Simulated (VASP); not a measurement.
# Ta (P3_121) in VASP: a series of runs

Runs on Ta. Level: PBE. Tasks: single point, relaxation of cell and atoms.

Program: VASP 6.6.1. These are calculated values, not measurements. Logs are shortened: lines on timing, memory, paths and dates and some standing lists are left out, and cuts for length are marked.

### Step 1. The cell of the first run

The structure is trigonal, space group P3_121 (No. 152). Conventional cell: a = 3.862 Å, b = 3.862 Å, c = 4.381 Å, α = 90.00°, β = 90.00°, γ = 120.00°. Within 2.8 Å of Ta (site symmetry 2) lie 2 Ta at 2.10 Å.

### Step 2. Single point, PBE

Contents of INCAR:

```
SYSTEM = Ta
ALGO = Fast ; EDIFF = 1E-6
ENCUT = 520 ; GGA = PE
ISIF = 2 ; ISMEAR = 0
LASPH = .TRUE. ; LCHARG = .FALSE.
LREAL = .FALSE. ; LWAVE = .FALSE.
NBANDS = 24 ; NELM = 100
PREC = Accurate ; SIGMA = 0.1
```

Contents of KPOINTS:

```
k-points
0
G
  6 6 4
  0 0 0
```

Contents of POSCAR:

```
Ta
1.0
    3.8615843961      0.0000000000      0.0000000000
   -1.9307921981      3.3442301859      0.0000000000
    0.0000000000      0.0000000000      4.3810967634
Ta
3
Direct
    0.2254000000      0.0000000000      0.3333333333
    0.0000000000      0.2254000000      0.6666666667
    0.7746000000      0.7746000000      0.0000000000
```

Potentials or basis: VASP PAW PBE potentials, release 64 (Ta_pv).

Command:

```console
cat potpaw_PBE.64/Ta_pv/POTCAR > POTCAR
mpirun -np 1 vasp_std > vasp.out
```

OUTCAR:

```text
SYSTEM = Ta
   EDIFF = 1E-6
   ENCUT = 520
   GGA = PE
   ISIF = 2
   ISMEAR = 0
   LASPH = .TRUE.
   LREAL = .FALSE.
   NELM = 100
   PREC = Accurate

 ion  position               nearest neighbor table
   1  0.225  0.000  0.333-   3 2.10   2 2.10   3 3.04   3 3.04   2 3.04   2 3.04   2 3.29   3 3.29

   2  0.000  0.225  0.667-   3 2.10   1 2.10   3 3.04   3 3.04   1 3.04   1 3.04   1 3.29   3 3.29

   3  0.775  0.775  0.000-   1 2.10   2 2.10   2 3.04   1 3.04   1 3.04   2 3.04   1 3.29   2 3.29

  LATTYP: Found a hexagonal cell.
 ALAT       =     3.8615843961
 C/A-ratio  =     1.1345334749

  Lattice vectors:

 A1 = (   3.8615843961,   0.0000000000,   0.0000000000)
 A2 = (  -1.9307921981,   3.3442301859,   0.0000000000)
 A3 = (   0.0000000000,   0.0000000000,   4.3810967634)

Analysis of symmetry for initial positions (statically):
=====================================================================
 Subroutine PRICEL returns:
 Original cell was already a primitive cell.

 Routine SETGRP: Setting up the symmetry group for a
 hexagonal supercell.

 Subroutine GETGRP returns: Found  6 space group operations
 (whereof  2 operations were pure point group operations)
 out of a pool of 24 trial point group operations.

The static configuration has the point symmetry C_2 .
 The point group associated with its full space group is D_3 .

Analysis of symmetry for dynamics (positions and initial velocities):
=====================================================================
 Subroutine PRICEL returns:
 Original cell was already a primitive cell.

 Routine SETGRP: Setting up the symmetry group for a
 hexagonal supercell.

 Subroutine GETGRP returns: Found  6 space group operations
 (whereof  2 operations were pure point group operations)
 out of a pool of 24 trial point group operations.

The dynamic configuration has the point symmetry C_2 .
 The point group associated with its full space group is D_3 .

 Subroutine INISYM returns: Found  6 space group operations
 (whereof  2 operations are pure point group operations),
 and found     1 'primitive' translations

----------------------------------------------------------------------------------------

                                     Primitive cell

  volume of cell :      56.5776

  direct lattice vectors                    reciprocal lattice vectors
     3.861584396  0.000000000  0.000000000     0.258961063  0.149511239  0.000000000
    -1.930792198  3.344230186  0.000000000     0.000000000  0.299022479  0.000000000
     0.000000000  0.000000000  4.381096763     0.000000000  0.000000000  0.228253347

  length of vectors
     3.861584396  3.861584396  4.381096763     0.299022479  0.299022479  0.228253347

  position of ions in fractional coordinates (direct lattice)
     0.225400000  0.000000000  0.333333333
     0.000000000  0.225400000  0.666666667
     0.774600000  0.774600000  0.000000000

  ion indices of the primitive-cell ions
   primitive index   ion index
                 1           1
                 2           2
                 3           3

----------------------------------------------------------------------------------------

 KPOINTS: k-points

Automatic generation of k-mesh.
 Grid dimensions read from file:
 generate k-points for:    6    6    4

 Generating k-lattice:

  Cartesian coordinates                     Fractional coordinates (reciprocal lattice)
     0.043160177  0.024918540  0.000000000     0.166666667  0.000000000  0.000000000
     0.000000000  0.049837080  0.000000000     0.000000000  0.166666667  0.000000000
     0.000000000  0.000000000  0.057063337     0.000000000  0.000000000  0.250000000

  Length of vectors
     0.049837080  0.049837080  0.057063337

  Shift w.r.t. Gamma in fractional coordinates (k-lattice)
     0.000000000  0.000000000  0.000000000

 Subroutine IBZKPT returns following result:
 ===========================================

 Found     24 irreducible k-points:

 Following reciprocal coordinates:
            Coordinates               Weight
  0.000000  0.000000  0.000000      1.000000
  0.166667 -0.000000  0.000000      6.000000
  0.333333 -0.000000  0.000000      6.000000
  0.500000  0.000000  0.000000      3.000000
  0.166667  0.166667  0.000000      6.000000
  0.333333  0.166667  0.000000     12.000000
[... 16 lines left out ...]
  0.333333  0.166667  0.500000     12.000000
  0.333333  0.333333  0.500000      2.000000
   k-points           NKPTS =     24   k-points in BZ     NKDIM =     24   number of bands    NBANDS=     24
   number of dos      NEDOS =    301   number of ions     NIONS =      3
   total plane-waves  NPLWV =  32400
   dimension x,y,z NGX =    30 NGY =   30 NGZ =   36
   dimension x,y,z NGXF=    60 NGYF=   60 NGZF=   72
   ions per type =               3
   NGX,Y,Z   is equivalent  to a cutoff of  12.92, 12.92, 13.66 a.u.
   NGXF,Y,Z  is equivalent  to a cutoff of  25.83, 25.83, 27.32 a.u.
 SYSTEM =  Ta
   PREC   = accura    normal or accurate (medium, high low for compatibility)
   ISTART =      0    job   : 0-new  1-cont  2-samecut
   ICHARG =      2    charge: 1-file 2-atom 10-const
   ISPIN  =      1    spin polarized calculation?
   LNONCOLLINEAR =      F non collinear calculations
   LSORBIT =      F    spin-orbit coupling
   LASPH  =      T    aspherical Exc in radial PAW
   ENCUT  =  520.0 eV  38.22 Ry    6.18 a.u.   7.18  7.18  8.15*2*pi/ulx,y,z
   NELM   =    100;   NELMIN=  2; NELMDL= -5     # of ELM steps
   EDIFF  = 0.1E-05   stopping-criterion for ELM
   LREAL  =      F    real-space projection
   EDIFFG = 0.1E-04   stopping-criterion for IOM
   NSW    =      0    number of steps for IOM
   IBRION =     -1    ionic relax: 0-MD 1-quasi-New 2-CG
   NFREE  =      0    steps in history (QN), initial steepest desc. (CG)
   ISIF   =      2    stress and relaxation
   ISYM   =      2    0-nonsym 1-usesym 2-fastsym
   POTIM  = 0.5000    time-step for ionic-motion
   TEBEG  =    0.0;   TEEND  =   0.0 temperature during run
   PSTRESS=    0.0 pullay stress
   NELECT =      33.0000    total number of electrons
   NUPDOWN=      -1.0000    fix difference up-down
   EMIN   =  10.00;   EMAX   =-10.00  energy-range for DOS
   EFERMI =   0.00;   METHOD = LEGACY
   ISMEAR =     0;   SIGMA  =   0.10  broadening in eV -4-tet -1-fermi 0-gaus
   EFERMI_NEDOS =   21; number of points for ismear=-14 and -15
   IALGO  =     68    algorithm
   IMIX   =      4    mixing-type and parameters
     AMIX     =   0.40;   BMIX     =  1.00
     AMIX_MAG =   1.60;   BMIX_MAG =  1.00
  volume/ion in A,a.u.               =      18.86       127.27
  Fermi-wavevector in a.u.,A,eV,Ry     =   1.367827  2.584819 25.455844  1.870952
  Thomas-Fermi vector in A             =   2.493845
   LORBIT       =      0    0 simple, 1 ext, 2 COOP (PROOUT), +10 PAW based schemes
   GGA     = PE    functional components
   LHFCALC =     F    Hartree Fock is set to
   AEXX    =    0.0000 exact exchange contribution
   IVDW    =     0    specifies the selected vdW correction
   LEPSILON=     F    determine dielectric tensor
   LRPA    =     F    only Hartree local field effects (RPA)
 non-spin polarized calculation
 RMM-DIIS sequential band-by-band and
 Gauss-broadening in eV      SIGMA  =   0.10
  energy-cutoff  :      520.00
  volume of cell :       56.58
 maximum number of plane-waves:      1542
 NGX is ok and might be reduce to    30
   NGX = 15   NGY = 15   NGZ = 17

 number of electron      33.0000003 magnetization

 Free energy of the ion-electron system (eV)
  ---------------------------------------------------
  ext. energy  EPLUGINS =         0.00000000
  ---------------------------------------------------
  free energy    TOTEN  =       -24.98529098 eV

  energy without entropy =      -24.96971592  energy(sigma->0) =      -24.97750345

 E-fermi :   5.3410     XC(G=0): -12.0449

 val. band max:        5.3394835761   @ k =   0.1667   0.1667   0.0000
 cond. band min:       5.3963007398   @ k =   0.0000   0.1667   0.2500
 fundamental gap:      0.0568171637
 Fermi energy:         5.3410048922

 k-point     1 :       0.0000    0.0000    0.0000
  band No.  band energies     occupation
      1     -31.2843      2.00000
      2     -31.2843      2.00000
      3     -30.3856      2.00000
      4     -28.7845      2.00000
      5     -28.7845      2.00000
      6     -28.4742      2.00000
[... 16 lines left out ...]
     23      11.0178      0.00000
     24      12.5694      0.00000

 k-point     2 :       0.1667   -0.0000    0.0000
  band No.  band energies     occupation
      1     -31.3025      2.00000
      2     -31.2986      2.00000
      3     -30.3776      2.00000
      4     -28.8167      2.00000
      5     -28.7978      2.00000
      6     -28.4910      2.00000
[... 16 lines left out ...]
     23      10.7077      0.00000
     24      12.3497      0.00000

 k-point     3 :       0.3333   -0.0000    0.0000
  band No.  band energies     occupation
      1     -31.3351      2.00000
      2     -31.3263      2.00000
      3     -30.3534      2.00000
      4     -28.9108      2.00000
      5     -28.8209      2.00000
      6     -28.5267      2.00000
[... 16 lines left out ...]
     23      10.1831      0.00000
     24      11.3116      0.00000

 k-point     4 :       0.5000    0.0000    0.0000
  band No.  band energies     occupation
      1     -31.3495      2.00000
      2     -31.3400      2.00000
      3     -30.3366      2.00000
      4     -28.9717      2.00000
      5     -28.8315      2.00000
      6     -28.5446      2.00000
[... 16 lines left out ...]
     23       9.4205      0.00000
     24      10.6447      0.00000

 k-point     5 :       0.1667    0.1667    0.0000
  band No.  band energies     occupation
      1     -31.3273      2.00000
      2     -31.3192      2.00000
      3     -30.3599      2.00000
      4     -28.8698      2.00000
      5     -28.8320      2.00000
      6     -28.5194      2.00000
[... 451 lines left out ...]
 k-point    22 :       0.1667    0.1667    0.5000
  band No.  band energies     occupation
      1     -31.6461      2.00000
      2     -30.7917      2.00000
      3     -30.7814      2.00000
      4     -28.6547      2.00000
      5     -28.5311      2.00000
      6     -28.5301      2.00000
[... 16 lines left out ...]
     23       9.6005      0.00000
     24      11.4527      0.00000

 k-point    23 :       0.3333    0.1667    0.5000
  band No.  band energies     occupation
      1     -31.6709      2.00000
      2     -30.8359      2.00000
      3     -30.8175      2.00000
      4     -28.6448      2.00000
      5     -28.5253      2.00000
      6     -28.4885      2.00000
[... 16 lines left out ...]
     23       9.2620      0.00000
     24      10.8088      0.00000

 k-point    24 :       0.3333    0.3333    0.5000
  band No.  band energies     occupation
      1     -31.6786      2.00000
      2     -30.8434      2.00000
      3     -30.8434      2.00000
      4     -28.6379      2.00000
      5     -28.4883      2.00000
      6     -28.4883      2.00000
[... 16 lines left out ...]
     23       9.3368      0.00000
     24      11.0089      0.00000

------------------------ aborting loop because EDIFF is reached ----------------------------------------

  FORCE on cell =-STRESS in cart. coord.  units (eV):
  Direction    XX          YY          ZZ          XY          YZ          ZX
  --------------------------------------------------------------------------------------
  -------------------------------------------------------------------------------------
  Total       14.4770312     14.4770312     27.0575878     -0.0000000      0.0000000      0.0000000
  in kB      409.9638420    409.9638420    766.2228853     -0.0000000      0.0000000      0.0000000
  external PRESSURE =     528.7168564 kB  Pullay stress =       0.0000000 kB

 VOLUME and BASIS-vectors are now :
 -----------------------------------------------------------------------------
  energy-cutoff  :      520.00
  volume of cell :       56.58
      direct lattice vectors                 reciprocal lattice vectors
     3.861584396  0.000000000  0.000000000     0.258961063  0.149511239  0.000000000
    -1.930792198  3.344230186  0.000000000     0.000000000  0.299022479  0.000000000
     0.000000000  0.000000000  4.381096763     0.000000000  0.000000000  0.228253347

 POSITION                                       TOTAL-FORCE (eV/Angst)
 -----------------------------------------------------------------------------------
      0.87040      0.00000      1.46037        12.323644     -0.000000     -0.000000
     -0.43520      0.75379      2.92073        -6.161822     10.672589      0.000000
      1.49559      2.59044      0.00000        -6.161822    -10.672589     -0.000000
 -----------------------------------------------------------------------------------
    total drift:                               -0.000000     -0.000000      0.000000

  FREE ENERGIE OF THE ION-ELECTRON SYSTEM (eV)
  ---------------------------------------------------
  free  energy   TOTEN  =       -24.9852909850 eV

  energy  without entropy=      -24.9697159216  energy(sigma->0) =      -24.97750345
```

Wall time 77 s (1 thread of Intel Xeon 8259CL, shared host); peak memory 0.19 GiB.

What came out:

```yaml
Free_energy: -24.9853 eV
Pressure: 52.9 GPa
Largest_force: 12.324 eV/Å
Band_gap_on_the_k_mesh: zero (an odd number of electrons rules out a gap without spin polarisation)
```

Forces in eV/Å, atoms in the order of the input:
```
Ta   12.324   0.000   0.000
Ta   -6.162  10.673   0.000
Ta   -6.162 -10.673   0.000
```

Caveat: atoms lie so close that the PAW spheres overlap strongly, which falsifies energies and pressures; the cell stands under pressure; spin-orbit coupling is left out, which moves the levels of the heavy elements; forces of over 1 eV/Å act on the atoms, so gaps and moduli don't describe the material at rest.

### Step 3. Relaxation of cell and atoms, PBE

Contents of INCAR:

```
SYSTEM = Ta
  PREC = Accurate
  ENCUT = 600
  EDIFF = 1E-6
  ISMEAR = 0
  SIGMA = 0.1
  LREAL = .False.
  LASPH = .True.
  NELM = 60
  ALGO = Normal
  ISIF = 3
  LWAVE = .False.
  LCHARG = .False.
  GGA = PE
  IBRION = 2
  NSW = 90
  EDIFFG = -0.04
```

Contents of KPOINTS:

```
Automatic mesh
0
Gamma
  6 6 4
  0 0 0
```

POSCAR is that of step 2.

Potentials or basis: VASP PAW PBE potentials, release 64 (Ta_pv).

Command:

```console
cat potpaw_PBE.64/Ta_pv/POTCAR > POTCAR
mpirun -np 1 vasp_std > vasp.out
```

Wall time 22 min (1 thread of Intel Xeon 8259CL, shared host); peak memory 0.22 GiB.

It converged, with:

```yaml
Free_energy: -35.4745 eV
Relaxed_volume: 18.29 Å³/atom
Relaxed_cell: a = 4.642 Å, b = 4.642 Å, c = 2.940 Å, α = 90.00°, β = 90.00°, γ = 120.00°
Space_group_after_relaxing_to_0.1_Å: Im-3m (No. 229)
Energy_gained_by_relaxing: 3496.3 meV/atom
Ionic_steps: 44
Pressure_after_relaxing: 0.1 GPa
Largest_force_after_relaxing: 0.014 eV/Å
Band_gap_on_the_k_mesh: zero (an odd number of electrons rules out a gap without spin polarisation)
```

Forces on the atoms (eV/Å):
```
Ta  -0.014  0.000  0.000
Ta   0.007 -0.012  0.000
Ta   0.007  0.012  0.000
```

Stress tensor (GPa, compression positive):
```
0.00 0.00 0.00
0.00 0.00 0.00
0.00 0.00 0.25
```

Step by step:
```csv
step,energy change (eV),largest force (eV/Å),pressure (GPa),volume (Å³)
1,0.0000,12.3235,52.91,56.58
3,-5.5826,1.3526,-19.58,78.09
5,-5.8546,2.6028,-11.33,71.53
7,-7.0242,1.0183,6.51,59.57
9,-7.1433,0.1335,0.93,61.56
11,-7.2195,0.3658,-6.46,64.68
13,-7.2673,0.7772,-11.54,67.02
15,-7.2714,0.7940,-11.74,67.12
17,-7.2894,0.8618,-12.73,67.57
19,-7.3566,1.0543,-16.48,69.28
21,-7.4876,1.1691,-21.48,71.75
23,-7.8859,0.7022,-27.30,73.55
25,-8.0024,0.9036,-25.77,72.19
27,-9.5493,1.9848,-12.54,62.07
29,-9.5781,2.1471,-9.88,61.06
31,-10.0270,1.9109,-6.00,58.25
33,-10.2699,1.3323,3.29,54.60
35,-10.4722,0.0822,-3.00,55.77
37,-10.4861,0.1038,0.53,54.76
39,-10.4878,0.0819,0.01,54.89
41,-10.4882,0.0655,-0.33,54.97
43,-10.4886,0.0352,0.22,54.82
44,-10.4888,0.0139,0.09,54.86
```

Final structure:
```
Ta
1.0
     4.64154    0.00000    0.00000
    -2.32077    4.01969    0.00000
     0.00000    0.00000    2.94016
Ta
3
Cartesian
  -0.7723 4.0197 0.9801
  3.8673 1.3410 1.9601
  1.5466 2.6787 0.0000
```

Levels at points of the mesh, in eV from the Fermi level:
```
           k point  band 15  band 16  band 17  band 18  band 19  band 20
(0.00, 0.00, 0.00)    -0.90    -0.90     0.60     0.60     1.17     4.06
(0.50, 0.00, 0.00)    -0.55    -0.33    -0.32     1.76     2.72     2.72
(0.00, 0.00, 0.50)    -1.34    -1.34    -1.33     4.73     4.73     4.74
(0.50, 0.00, 0.50)    -1.48    -0.22    -0.21     1.42     3.29     3.29
```

Caveat: a cell axis changed by over 15 % at a fixed basis, so the end point is rough; spin-orbit coupling is left out, which moves the levels of the heavy elements.
